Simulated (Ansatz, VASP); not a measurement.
W in VASP and in Ansatz

```
W
1.0
     2.21586   -4.98746    0.00000
     2.21586    4.98746    0.00000
     0.00000    0.00000    3.07612
W
4
Direct
  0.63320 0.36680 0.50000
  0.13320 0.86680 0.00000
  0.36680 0.63320 0.50000
  0.86680 0.13320 0.00000
```

Alike in both runs: functional PBE; k mesh 12 × 12 × 12; occupations gaussian, width 0.1 eV; no spin polarisation.

Ansatz relaxed the structure, and its values are those at the end. VASP's run is a single point on that final structure, the one shown.

```csv
,VASP,Ansatz
version,VASP 6.6.1,Ansatz 0.2.0
potentials or method,"VASP PAW PBE potentials, release 64 (W_sv), cutoff 520 eV","scalar-relativistic, plane waves, PAW"
valence electrons in the cell,56,56
```

VASP gave:

* gap on the k mesh at the Fermi level (eV): none
* pressure (GPa): 0.5

Q: Estimate Ansatz's values.

A: gap on the k mesh at the Fermi level (eV): none; pressure (GPa): 0.0.

A gap of «none» marks a metal or a gap that the smearing closes. The functional is the same, so the differences come from potentials, cutoffs and numerics.

Neither program's run includes spin-orbit coupling.
